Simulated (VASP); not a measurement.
# Fe (Im-3m) in VASP: notebook

The runs below take Fe through single point, relaxation of cell and atoms, with PBE.

Program: VASP 6.6.1. These are calculated values, not measurements. Logs are shortened: lines on timing, memory, paths and dates and some standing lists are left out, and cuts for length are marked.

### 1 The cell of the first run

The structure is cubic, space group Im-3m (No. 229). Conventional cell: a = 2.906 Å, b = 2.906 Å, c = 2.906 Å, α = 90.00°, β = 90.00°, γ = 90.00°. Within 3.3 Å of Fe (site symmetry m-3m) lie 14 Fe at 2.52 to 2.91 Å.

### 2 Single point, PBE, collinear spin, ferromagnetic start (volume scaled by 1.08)

The input, INCAR:

```
PREC = Accurate
ENCUT = 520
EDIFF = 1E-6
ISMEAR = -1
SIGMA = 0.05
LREAL = F
LASPH = T
NELM = 150
ALGO = Normal
ISIF = 2
LWAVE = F
LCHARG = F
ISPIN = 2
MAGMOM = 2.208
LORBIT = 11
LMAXMIX = 4
GGA = PE
NBANDS = 14
```

The input, KPOINTS:

```
regular mesh
0
Gamma
  25 25 25
```

The input, POSCAR:

```
Fe
1.0
   -1.4531094921      1.4531094921      1.4531094921
    1.4531094921     -1.4531094921      1.4531094921
    1.4531094921      1.4531094921     -1.4531094921
Fe
1
Direct
    0.0000000000      0.0000000000      0.0000000000
```

Potentials or basis: VASP PAW PBE potentials, release 64 (Fe).

On the command line:

```sh
$ cat potpaw_PBE.64/Fe/POTCAR > POTCAR
$ mpirun -np 1 vasp_std > vasp.out
```

OUTCAR:

```text
PREC = Accurate
   ENCUT = 520
   EDIFF = 1E-6
   ISMEAR = -1
   LREAL = F
   LASPH = T
   NELM = 150
   ISIF = 2
   ISPIN = 2
   LORBIT = 11
   GGA = PE

 ion  position               nearest neighbor table
   1  0.000  0.000  0.000-

  LATTYP: Found a body centered cubic cell.
 ALAT       =     2.9062189842

  Lattice vectors:

 A1 = (  -1.4531094921,   1.4531094921,   1.4531094921)
 A2 = (   1.4531094921,  -1.4531094921,   1.4531094921)
 A3 = (   1.4531094921,   1.4531094921,  -1.4531094921)

Analysis of symmetry for initial positions (statically):
=====================================================================
 Subroutine PRICEL returns:
 Original cell was already a primitive cell.

 Routine SETGRP: Setting up the symmetry group for a
 body centered cubic supercell.

 Subroutine GETGRP returns: Found 48 space group operations
 (whereof 48 operations were pure point group operations)
 out of a pool of 48 trial point group operations.

The static configuration has the point symmetry O_h .

Analysis of symmetry for dynamics (positions and initial velocities):
=====================================================================
 Subroutine PRICEL returns:
 Original cell was already a primitive cell.

 Routine SETGRP: Setting up the symmetry group for a
 body centered cubic supercell.

 Subroutine GETGRP returns: Found 48 space group operations
 (whereof 48 operations were pure point group operations)
 out of a pool of 48 trial point group operations.

The dynamic configuration has the point symmetry O_h .

Analysis of structural, dynamic, and magnetic symmetry:
=====================================================================
 Subroutine PRICEL returns:
 Original cell was already a primitive cell.

 Routine SETGRP: Setting up the symmetry group for a
 body centered cubic supercell.

 Subroutine GETGRP returns: Found 48 space group operations
 (whereof 48 operations were pure point group operations)
 out of a pool of 48 trial point group operations.

The overall configuration has the point symmetry O_h .

 Subroutine INISYM returns: Found 48 space group operations
 (whereof 48 operations are pure point group operations),
 and found     1 'primitive' translations

----------------------------------------------------------------------------------------

                                     Primitive cell

  volume of cell :      12.2731

  direct lattice vectors                    reciprocal lattice vectors
    -1.453109492  1.453109492  1.453109492     0.000000000  0.344089694  0.344089694
     1.453109492 -1.453109492  1.453109492     0.344089694  0.000000000  0.344089694
     1.453109492  1.453109492 -1.453109492     0.344089694  0.344089694  0.000000000

  length of vectors
     2.516859469  2.516859469  2.516859469     0.486616311  0.486616311  0.486616311

  position of ions in fractional coordinates (direct lattice)
     0.000000000  0.000000000  0.000000000

  ion indices of the primitive-cell ions
   primitive index   ion index
                 1           1

----------------------------------------------------------------------------------------

 KPOINTS: regular mesh

Automatic generation of k-mesh.
 Grid dimensions read from file:
 generate k-points for:   25   25   25

 Generating k-lattice:

  Cartesian coordinates                     Fractional coordinates (reciprocal lattice)
     0.000000000  0.013763588  0.013763588     0.040000000  0.000000000  0.000000000
     0.013763588  0.000000000  0.013763588     0.000000000  0.040000000  0.000000000
     0.013763588  0.013763588  0.000000000     0.000000000  0.000000000  0.040000000

  Length of vectors
     0.019464652  0.019464652  0.019464652

  Shift w.r.t. Gamma in fractional coordinates (k-lattice)
     0.000000000  0.000000000  0.000000000

 Subroutine IBZKPT returns following result:
 ===========================================

 Found    455 irreducible k-points:

 Following reciprocal coordinates:
            Coordinates               Weight
  0.000000  0.000000  0.000000      1.000000
  0.040000  0.000000  0.000000     12.000000
  0.080000  0.000000  0.000000     12.000000
  0.120000  0.000000  0.000000     12.000000
  0.160000  0.000000  0.000000     12.000000
  0.200000  0.000000  0.000000     12.000000
[... 16 lines left out ...]
  0.400000  0.040000 -0.000000     48.000000
  0.440000  0.040000 -0.000000     48.000000
 [... further k-points ...]
   k-points           NKPTS =    455   k-points in BZ     NKDIM =    455   number of bands    NBANDS=     14
   number of dos      NEDOS =    301   number of ions     NIONS =      1
   total plane-waves  NPLWV =   8000
   dimension x,y,z NGX =    20 NGY =   20 NGZ =   20
   dimension x,y,z NGXF=    40 NGYF=   40 NGZF=   40
   ions per type =               1
   NGX,Y,Z   is equivalent  to a cutoff of  13.21, 13.21, 13.21 a.u.
   NGXF,Y,Z  is equivalent  to a cutoff of  26.42, 26.42, 26.42 a.u.
 SYSTEM =  unknown system
   PREC   = accura    normal or accurate (medium, high low for compatibility)
   ISTART =      0    job   : 0-new  1-cont  2-samecut
   ICHARG =      2    charge: 1-file 2-atom 10-const
   ISPIN  =      2    spin polarized calculation?
   LNONCOLLINEAR =      F non collinear calculations
   LSORBIT =      F    spin-orbit coupling
   LASPH  =      T    aspherical Exc in radial PAW
   ENCUT  =  520.0 eV  38.22 Ry    6.18 a.u.   4.68  4.68  4.68*2*pi/ulx,y,z
   NELM   =    150;   NELMIN=  2; NELMDL= -5     # of ELM steps
   EDIFF  = 0.1E-05   stopping-criterion for ELM
   LREAL  =      F    real-space projection
   EDIFFG = 0.1E-04   stopping-criterion for IOM
   NSW    =      0    number of steps for IOM
   IBRION =     -1    ionic relax: 0-MD 1-quasi-New 2-CG
   NFREE  =      0    steps in history (QN), initial steepest desc. (CG)
   ISIF   =      2    stress and relaxation
   ISYM   =      2    0-nonsym 1-usesym 2-fastsym
   POTIM  = 0.5000    time-step for ionic-motion
   TEBEG  =    0.0;   TEEND  =   0.0 temperature during run
   PSTRESS=    0.0 pullay stress
   NELECT =       8.0000    total number of electrons
   NUPDOWN=      -1.0000    fix difference up-down
   EMIN   =  10.00;   EMAX   =-10.00  energy-range for DOS
   EFERMI =   0.00;   METHOD = LEGACY
   ISMEAR =    -1;   SIGMA  =   0.05  broadening in eV -4-tet -1-fermi 0-gaus
   EFERMI_NEDOS =   21; number of points for ismear=-14 and -15
   IALGO  =     38    algorithm
   IMIX   =      4    mixing-type and parameters
     AMIX     =   0.40;   BMIX     =  1.00
     AMIX_MAG =   1.60;   BMIX_MAG =  1.00
  volume/ion in A,a.u.               =      12.27        82.82
  Fermi-wavevector in a.u.,A,eV,Ry     =   1.419449  2.682370 27.413505  2.014836
  Thomas-Fermi vector in A             =   2.540468
   LORBIT       =     11    0 simple, 1 ext, 2 COOP (PROOUT), +10 PAW based schemes
   GGA     = PE    functional components
   LHFCALC =     F    Hartree Fock is set to
   AEXX    =    0.0000 exact exchange contribution
   IVDW    =     0    specifies the selected vdW correction
   LEPSILON=     F    determine dielectric tensor
   LRPA    =     F    only Hartree local field effects (RPA)
 spin polarized calculation
  energy-cutoff  :      520.00
  volume of cell :       12.27
 maximum number of plane-waves:       350
   NGX =  9   NGY =  9   NGZ =  9

 number of electron       7.9999994 magnetization       2.3376688

 Free energy of the ion-electron system (eV)
  ---------------------------------------------------
  ext. energy  EPLUGINS =         0.00000000
  ---------------------------------------------------
  free energy    TOTEN  =        -8.20912950 eV

  energy without entropy =       -8.20012129  energy(sigma->0) =       -8.20462540

 E-fermi :   5.0223     XC(G=0): -12.6810

 val. band max:        5.0175745871   @ k =  -0.4800   0.4800   0.4400
 cond. band min:       5.0247158998   @ k =   0.3600   0.0400  -0.0000
 fundamental gap:      0.0071413127
 Fermi energy:         5.0223430201

 spin component 1

 k-point     1 :       0.0000    0.0000    0.0000
  band No.  band energies     occupation
      1      -2.9223      1.00000
      2       2.8734      1.00000
      3       2.8734      1.00000
      4       2.8734      1.00000
      5       3.9586      1.00000
      6       3.9586      1.00000
      7      29.3313      0.00000
      8      29.3313      0.00000
      9      29.3313      0.00000
     10      33.9395      0.00000
     11      33.9395      0.00000
     12      35.8085      0.00000
     13      35.8085      0.00000
     14      35.8085      0.00000
[... 375 lines left out ...]
 k-point    24 :       0.4400    0.0400   -0.0000
  band No.  band energies     occupation
      1       0.5522      1.00000
      2       1.9386      1.00000
      3       3.9721      1.00000
      4       4.0586      1.00000
      5       4.8981      0.92304
      6       5.7764      0.00000
      7      12.1356      0.00000
      8      22.5402      0.00000
      9      23.9065      0.00000
     10      27.8020      0.00000
     11      31.1764      0.00000
     12      37.8865      0.00000
     13      41.4058      0.00000
     14      44.2424      0.00000

 [... further k-points ...]

 spin component 2

 k-point     1 :       0.0000    0.0000    0.0000
  band No.  band energies     occupation
      1      -2.7703      1.00000
      2       4.9514      0.80531
      3       4.9515      0.80493
      4       4.9515      0.80491
      5       6.8108      0.00000
      6       6.8110      0.00000
      7      29.0336      0.00000
      8      29.0336      0.00000
      9      29.0336      0.00000
     10      34.0855      0.00000
     11      34.0855      0.00000
     12      36.4977      0.00000
     13      36.4981      0.00000
     14      36.5025      0.00000
[... 375 lines left out ...]
 k-point    24 :       0.4400    0.0400   -0.0000
  band No.  band energies     occupation
      1       1.8723      1.00000
      2       3.8071      1.00000
      3       5.4220      0.00034
      4       6.6640      0.00000
      5       7.0784      0.00000
      6       7.7070      0.00000
      7      13.4911      0.00000
      8      22.6393      0.00000
      9      24.4842      0.00000
     10      28.2594      0.00000
     11      31.8319      0.00000
     12      37.9216      0.00000
     13      41.7061      0.00000
     14      44.8247      0.00000

 [... further k-points ...]

------------------------ aborting loop because EDIFF is reached ----------------------------------------

  FORCE on cell =-STRESS in cart. coord.  units (eV):
  Direction    XX          YY          ZZ          XY          YZ          ZX
  --------------------------------------------------------------------------------------
  -------------------------------------------------------------------------------------
  Total       -0.9046358     -0.9046358     -0.9046358      0.0000000      0.0000000     -0.0000000
  in kB     -118.0944040   -118.0944040   -118.0944040      0.0000000      0.0000000     -0.0000000
  external PRESSURE =    -118.0944040 kB  Pullay stress =       0.0000000 kB

 VOLUME and BASIS-vectors are now :
 -----------------------------------------------------------------------------
  energy-cutoff  :      520.00
  volume of cell :       12.27
      direct lattice vectors                 reciprocal lattice vectors
    -1.453109492  1.453109492  1.453109492     0.000000000  0.344089694  0.344089694
     1.453109492 -1.453109492  1.453109492     0.344089694  0.000000000  0.344089694
     1.453109492  1.453109492 -1.453109492     0.344089694  0.344089694  0.000000000

 POSITION                                       TOTAL-FORCE (eV/Angst)
 -----------------------------------------------------------------------------------
      0.00000      0.00000      0.00000        -0.000000     -0.000000     -0.000000
 -----------------------------------------------------------------------------------
    total drift:                                0.000000     -0.000000      0.000000

  FREE ENERGIE OF THE ION-ELECTRON SYSTEM (eV)
  ---------------------------------------------------
  free  energy   TOTEN  =        -8.2091294969 eV

  energy  without entropy=       -8.2001212946  energy(sigma->0) =       -8.20462540

 total charge

# of ion       s       p       d       tot
------------------------------------------
    1        0.455   0.473   6.191   7.120

 magnetization (x)

# of ion       s       p       d       tot
------------------------------------------
    1       -0.014  -0.055   2.418   2.349
```

It took 80 s on 1 thread of AMD EPYC 9R45 (Zen 5), shared host; peak memory 0.2 GiB.

What came out:

* Free energy: -8.2091 eV
* Pressure: -11.8 GPa
* Net moment: 2.34 μB per cell
* Site moments: Fe +2.35 μB
* Valence electrons inside the program's atomic spheres: Fe 7.12

Caveat: the cell differs from its parent crystal (volume scaled by 1.08).

### 3 Relaxation of cell and atoms, PBE, collinear spin, antiferromagnetic start

This run uses another cell than the first one: it holds 2 atoms, not 1.

The input, INCAR:

```
ALGO = Normal
EDIFF = 1E-6
EDIFFG = -0.01
ENCUT = 600
GGA = PE
IBRION = 2
ISIF = 3
ISMEAR = -1
ISPIN = 2
LASPH = T
LCHARG = F
LMAXMIX = 4
LORBIT = 11
LREAL = F
LWAVE = F
MAGMOM = 2.5 -2.5
NELM = 150
NSW = 80
PREC = Accurate
SIGMA = 0.05
```

The input, KPOINTS:

```
k-points
0
Gamma
  11 11 11
```

The input, POSCAR:

```
Fe
1.0
    2.8665000000      0.0000000000      0.0000000000
    0.0000000000      2.8665000000      0.0000000000
    0.0000000000      0.0000000000      2.8665000000
Fe
2
Direct
    0.0000000000      0.0000000000      0.0000000000
    0.5000000000      0.5000000000      0.5000000000
```

Potentials or basis: VASP PAW PBE potentials, release 64 (Fe).

On the command line:

```sh
$ cat potpaw_PBE.64/Fe/POTCAR > POTCAR
$ mpirun -np 1 vasp_std > vasp.out
```

It took 45 s on 1 thread of AMD EPYC 9R45 (Zen 5), shared host; peak memory 0.14 GiB.

It converged, with:

- Free energy: -15.6293 eV
- Relaxed volume: 10.86 Å³/atom
- Relaxed cell: a = 2.790 Å, b = 2.790 Å, c = 2.790 Å, α = 90.00°, β = 90.00°, γ = 90.00°
- Space group after relaxing (to 0.05 Å): Im-3m (No. 229)
- Energy gained by relaxing: 33.9 meV/atom
- Ionic steps: 3
- Pressure after relaxing: 0.0 GPa
- Band gap on the k mesh: zero (filled and empty bands overlap)
- Net moment: 0.00 μB per cell
- Site moments: Fe +1.24, -1.24 μB
- Valence electrons inside the program's atomic spheres: Fe 7.37

Step by step:
```tsv
step	energy change (eV)	largest force (eV/Å)	pressure (GPa)	volume (Å³)
1	0.0000	0.0000	-10.42	23.55
2	-0.0550	0.0000	6.31	21.04
3	-0.0678	0.0000	0.01	21.72
```

Final structure:
```cif
data_structure
_symmetry_space_group_name_H-M 'P 1'
_symmetry_Int_Tables_number 1
_cell_length_a 2.7900
_cell_length_b 2.7900
_cell_length_c 2.7900
_cell_angle_alpha 90.000
_cell_angle_beta 90.000
_cell_angle_gamma 90.000
_cell_volume 21.72
loop_
_atom_site_label
_atom_site_type_symbol
_atom_site_fract_x
_atom_site_fract_y
_atom_site_fract_z
_atom_site_occupancy
Fe1 Fe 0.00000 0.00000 0.00000 1
Fe2 Fe 0.50000 0.50000 0.50000 1
```

Levels at points of the mesh, in eV from the Fermi level:
Spin up:
| k point | band 6 | band 7 | band 8 | band 9 | band 10 | band 11 |
| --- | --- | --- | --- | --- | --- | --- |
| (0.00, 0.00, 0.00) | -1.80 | 0.07 | 0.07 | 1.06 | 1.06 | 1.06 |
Spin down:
```csv
k point,band 6,band 7,band 8,band 9,band 10,band 11
"(0.00, 0.00, 0.00)",-1.80,0.07,0.07,1.06,1.06,1.06
```
